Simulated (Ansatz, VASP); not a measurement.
**Two plane-wave programs on Ti**

INCAR

```
SYSTEM = Ti
PREC = Accurate
ENCUT = 520
EDIFF = 1E-6
ISMEAR = 0
SIGMA = 0.15
LREAL = .False.
LASPH = .True.
NELM = 80
ALGO = Fast
ISIF = 2
LWAVE = .False.
LCHARG = .False.
GGA = PS
NBANDS = 12
```

Contents of KPOINTS:

```
Automatic mesh
0
Gamma
  20 20 20
  0 0 0
```

File POSCAR:

```
Ti
1.0
    0.0000000000      1.9285000000      2.0807500000
    1.9285000000      0.0000000000      2.0807500000
    1.9285000000      1.9285000000      0.0000000000
Ti
1
Direct
    0.0000000000      0.0000000000      0.0000000000
```

Input for Ansatz:

```yaml
crystal:
  lattice:
    - [0.0, 1.9285, 2.08075]
    - [1.9285, 0.0, 2.08075]
    - [1.9285, 1.9285, 0.0]
  atoms:
    - { symbol: Ti, position: [0.0, 0.0, 0.0] }
basis:
  ecutwfc: 420
kpoints:
  mp_grid: { grid: [20, 20, 20] }
hamiltonian:
  xc: pbesol
scf:
  occupations: { method: gaussian, width: 0.15 }
output:
  forces: true
  stress: true
  eigenvalues: true
```

Change from the starting cell: strain -0.050 along x and y, +0.025 along z, atoms carried along.

Alike in both runs: task single point; functional PBEsol; k mesh 20 × 20 × 20; occupations gaussian, width 0.15 eV; no spin polarisation.

|  | VASP | Ansatz |
| --- | --- | --- |
| version | VASP 6.6.1 | Ansatz 0.2.0 |
| potentials or method | VASP PAW PBE potentials, release 64 (Ti_sv), cutoff 520 eV | scalar-relativistic, plane waves, PAW |
| valence electrons in the cell | 12 | 12 |

|  | VASP | Ansatz | Ansatz less VASP |
| --- | --- | --- | --- |
| gap on the k mesh at the Fermi level (eV) | none | none | - |
| pressure (GPa) | 9.2 | 9.7 | +0.44 |
| traceless stress, the component that is largest in VASP (GPa) | -1.46 | -1.43 | +0.036 |

VASP's potentials were made for PBE, not for PBEsol. A gap of «none» marks a metal or a gap that the smearing closes.
